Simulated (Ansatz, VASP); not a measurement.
# CuB3: VASP beside Ansatz

The input INCAR:

```
SYSTEM = CuB3
PREC     = Accurate       ! precision mode
ENCUT    = 600            ! plane-wave cutoff, eV
EDIFF    = 1E-6           ! SCF threshold, eV
ISMEAR   = 0              ! smearing method
SIGMA    = 0.1            ! smearing width, eV
LREAL    = .False.        ! projectors in reciprocal space
LASPH    = .True.         ! aspherical terms in the spheres
NELM     = 100            ! most SCF steps
ALGO     = Fast           ! electronic algorithm
ISIF     = 3              ! what is computed and relaxed
LWAVE    = .False.        ! write WAVECAR
LCHARG   = .False.        ! write CHGCAR
GGA      = PE             ! functional
IBRION   = 2              ! ionic algorithm
NSW      = 100            ! ionic steps
EDIFFG   = -0.01          ! ionic threshold
```

File KPOINTS:

```
regular mesh
0
Gamma
  14 14 14
  0 0 0
```

Contents of POSCAR:

```
CuB3
1.0
    3.1449319685      0.0000000000      0.0000000000
    0.0000000000      3.1449319685      0.0000000000
    0.0000000000      0.0000000000      3.1126064573
Cu B
1 3
Direct
    0.0000000000      0.0000000000      0.0000000000
    0.0000000000      0.5000000000      0.5000000000
    0.5000000000      0.0000000000      0.5000000000
    0.5000000000      0.5000000000      0.0000000000
```

Input for Ansatz:

```yaml
crystal:
  lattice:
    - [3.1449319685, 0.0, 0.0]
    - [0.0, 3.1449319685, 0.0]
    - [0.0, 0.0, 3.1126064573]
  atoms:
    - { symbol: Cu, position: [0.0, 0.0, 0.0] }
    - { symbol: B, position: [0.0, 0.5, 0.5] }
    - { symbol: B, position: [0.5, 0.0, 0.5] }
    - { symbol: B, position: [0.5, 0.5, 0.0] }
basis:
  ecutwfc: 420
kpoints:
  mp_grid: { grid: [14, 14, 14] }
hamiltonian:
  xc: pbe
scf:
  occupations: { method: gaussian, width: 0.1 }
output:
  forces: true
  stress: true
  eigenvalues: true
relax:
  adjacent_minimum: "off"
  f_tol: 0.01
  max_steps: 80
  cell: { stress_tol: 0.05 }
```

Alike in both runs: task relaxation of cell and atoms; functional PBE; k mesh 14 × 14 × 14; occupations gaussian, width 0.1 eV; no spin polarisation.

|  | VASP | Ansatz |
| --- | --- | --- |
| version | VASP 6.6.1 | Ansatz 0.2.0 |
| potentials or method | VASP PAW PBE potentials, release 64 (Cu, B), cutoff 600 eV | scalar-relativistic, plane waves, PAW |
| valence electrons in the cell | 20 | 28 |

```csv
,VASP,Ansatz,Ansatz less VASP
"gap on the k mesh at the Fermi level, each at its own relaxed structure (eV)",none,none,-
relaxed volume (Å³/atom),7.66,7.65,-0.002
relaxed length of the cell vector where the two differ most in proportion (Å),3.129,3.129,-0.0002
```

A gap of «none» marks a metal or a gap that the smearing closes. VASP's potentials hold 20 valence electrons a cell and Ansatz's 28, so a difference there can come from the potentials and not from the codes.
